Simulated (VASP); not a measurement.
FeSb:

```
CELL_PARAMETERS angstrom
4.06000 0.00000 0.00000
-2.03000 3.51606 0.00000
0.00000 0.00000 5.13000
ATOMIC_POSITIONS crystal
Fe 0.00000 0.00000 0.00000
Fe 0.00000 0.00000 0.50000
Sb 0.33333 0.66667 0.25000
Sb 0.66667 0.33333 0.75000
```

Base run:

```yaml
Program: VASP 6.6.1
Functional: LDA
Potentials_or_basis: VASP PAW LDA potentials, release 64 (Fe, Sb)
Cutoff: 520 eV
k_mesh: 8 × 8 × 6
Occupations: fermi-dirac, width 0.1 eV
Spin: collinear spin, ferromagnetic start
Starting_moments: "[1.915, 1.915, 0.0, 0.0] μB"
Fixed_moment: 3.83 μB
```

Its results: pressure -9.3 GPa; site moments Fe +1.92; Sb -0.04 μB.

Task: The run is repeated on the same cell with these changes: fixed moment from 3.83 μB to 3.12 μB; moments at the start from [1.92, 1.92, 0.0, 0.0] to [1.56, 1.56, 0.0, 0.0]. What comes out?

Result: Pressure -11.8 GPa; site moments Fe +1.61; Sb -0.05 μB.

Caveats: the cell stands under tension; the total moment is fixed, so each spin has its own Fermi level and the state may be an excited one; the run started ferromagnetic, and an antiferromagnetic order may lie lower in energy.
